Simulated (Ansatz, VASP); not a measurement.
**Two plane-wave programs on Bi2Se3**

File INCAR:

```
SYSTEM = Bi2Se3
PREC = Accurate
ENCUT = 520
EDIFF = 1E-6
ISMEAR = 0
SIGMA = 0.01
LREAL = .FALSE.
LASPH = .TRUE.
NELM = 80
ALGO = Normal
ISIF = 2
LWAVE = .FALSE.
LCHARG = .FALSE.
GGA = PE
NBANDS = 32
```

The input KPOINTS:

```
regular mesh
0
G
  6 6 6
  0 0 0
```

POSCAR

```
Bi2Se3
1.0
    2.0987597050      1.2117194780      9.6709442259
   -2.0987597050      1.2117194780      9.6709442259
    0.0000000000     -2.4234389661      9.6709442259
Bi Se
2 3
Direct
    0.4008000000      0.4008000000      0.4008000000
    0.5992000000      0.5992000000      0.5992000000
    0.0000000000      0.0000000000      0.0000000000
    0.2117000000      0.2117000000      0.2117000000
    0.7883000000      0.7883000000      0.7883000000
```

Input for Ansatz:

```yaml
crystal:
  lattice:
    - [2.098759705013497, 1.2117194779930116, 9.670944225887666]
    - [-2.098759705013497, 1.2117194779930116, 9.670944225887666]
    - [0.0, -2.4234389661176174, 9.670944225887666]
  atoms:
    - { symbol: Bi, position: [0.4008, 0.4008, 0.4008] }
    - { symbol: Bi, position: [0.5992, 0.5992, 0.5992] }
    - { symbol: Se, position: [0.0, 0.0, 0.0] }
    - { symbol: Se, position: [0.2117, 0.2117, 0.2117] }
    - { symbol: Se, position: [0.7883, 0.7883, 0.7883] }
basis:
  ecutwfc: 500.0
kpoints:
  mp_grid:
    grid: [6, 6, 6]
hamiltonian:
  xc: pbe
scf:
  occupations:
    method: fixed
output:
  stress: true
```

Alike in both runs: task single point; functional PBE; k mesh 6 × 6 × 6; no spin polarisation.

|  | VASP | Ansatz |
| --- | --- | --- |
| version | VASP 6.6.1 | Ansatz 0.2.0 |
| potentials or method | VASP PAW PBE potentials, release 64 (Bi_d, Se), cutoff 520 eV | plane waves, PAW |
| occupations | gaussian, width 0.01 eV | fixed |
| valence electrons in the cell | 48 | 78 |

|  | VASP | Ansatz | Ansatz less VASP |
| --- | --- | --- | --- |
| pressure (GPa) | 0.1 | 0.1 | -0.02 |
| traceless stress, the component that is largest in VASP (GPa) | 0.06 | 0.06 | -0.001 |

VASP's potentials hold 48 valence electrons a cell and Ansatz's 78, so a difference there can come from the potentials and not from the codes.

Neither program's run includes spin-orbit coupling.
